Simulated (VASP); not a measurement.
Input of a VASP 6.6.1 run:

Contents of INCAR:

```
SYSTEM = Mo
PREC     = Accurate       ! precision mode
ENCUT    = 520            ! plane-wave cutoff, eV
EDIFF    = 1E-6           ! SCF threshold, eV
ISMEAR   = 0              ! smearing method
SIGMA    = 0.15           ! smearing width, eV
LREAL    = .FALSE.        ! projectors in reciprocal space
LASPH    = .TRUE.         ! aspherical terms in the spheres
NELM     = 60             ! most SCF steps
ALGO     = Fast           ! electronic algorithm
ISIF     = 2              ! what is computed and relaxed
LWAVE    = .FALSE.        ! write WAVECAR
LCHARG   = .TRUE.         ! write CHGCAR
GGA      = PE             ! functional
LELF     = .TRUE.         ! ELF
LVHAR    = .TRUE.       
NBANDS   = 13             ! bands
```

KPOINTS

```
Automatic mesh
0
G
  22 22 22
  0 0 0
```

Contents of POSCAR:

```
Mo
1.0
   -1.6338400000      1.6338400000      1.6966800000
    1.6338400000     -1.6338400000      1.6966800000
    1.6338400000      1.6338400000     -1.6966800000
Mo
1
Direct
    0.0000000000      0.0000000000      0.0000000000
```

Potentials or basis: VASP PAW PBE potentials, release 64 (Mo_sv).

Command:

```console
$ cat potpaw_PBE.64/Mo_sv/POTCAR > POTCAR
$ mpirun -np 1 vasp_std > vasp.out
```

Question: Estimate the band gap on the k mesh.

Answer: Zero (bands 7 and 8 overlap by 4.06 eV).

Question: Predict the pressure.

Answer: -26.0 GPa.

Stress tensor (GPa, compression positive):
```
-23.38   0.00   0.00
  0.00 -23.38   0.00
  0.00   0.00 -31.30
```

Caveat: the cell differs from its parent crystal (strain +0.040 along x and y, +0.080 along z); the cell stands under tension.
